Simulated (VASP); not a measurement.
Set up this calculation in VASP 6.6.1, as the native input.

| Item | Value |
| --- | --- |
| Task | electric field gradients |
| Functional | PBE |
| Potentials or basis | VASP PAW PBE potentials, release 64 (C, O) |
| Cutoff | 520 eV |
| k mesh | 2 × 6 × 4 |
| Occupations | fermi-dirac, width 0.02 eV |
| Spin | no spin polarisation |
| Dipole correction | no |
| Further INCAR settings | ALGO = Normal; EDIFF = 1e-08; NBANDS = 44 |

The structure of CO2 lies in POSCAR:

```
CO2
1.0
   10.9946670000      0.0000000000      0.0000000000
    0.0000000000      3.7668170000      0.0000000000
    0.0000000000      0.0000000000      5.5832640000
C O
4 8
Direct
    0.6637600000      0.2372820000      0.1022770000
    0.3362400000      0.7627180000      0.6022770000
    0.8362400000      0.7372820000      0.6022770000
    0.1637600000      0.2627180000      0.1022770000
    0.5654210000      0.3277110000      0.0486220000
    0.4345790000      0.6722890000      0.5486220000
    0.9345790000      0.8277110000      0.5486220000
    0.0654210000      0.1722890000      0.0486220000
    0.7625500000      0.1467420000      0.1571000000
    0.2374500000      0.8532580000      0.6571000000
    0.7374500000      0.6467420000      0.6571000000
    0.2625500000      0.3532580000      0.1571000000
```

The input as run:

INCAR

```
PREC = Accurate
ENCUT = 520
EDIFF = 1E-8
ISMEAR = -1
SIGMA = 0.02
LREAL = False
LASPH = True
NELM = 100
ALGO = Normal
ISIF = 2
LWAVE = False
LCHARG = False
GGA = PE
LEFG = True
NBANDS = 44
```

KPOINTS

```
Automatic mesh
0
Gamma
  2 6 4
```

Potentials or basis: VASP PAW PBE potentials, release 64 (C, O).

Run with:

```sh
$ cat potpaw_PBE.64/C/POTCAR potpaw_PBE.64/O/POTCAR > POTCAR
$ mpirun -np 1 vasp_std > vasp.out
```

It gave:

The pressure is 0.3 GPa, the largest force is 0.103 eV/Å and the band gap on the k mesh is 6.45 eV, direct.

Caveat: without QUAD_EFG the Cq values of the log hold for a quadrupole moment of 1 mb, not for the nuclei.

It took 4 min on 1 thread of Intel(R) Xeon(R) Platinum 8259CL CPU @ 2.50GHz (Skylake/Cascade Lake) (shared host), peak memory 0.4 GiB.
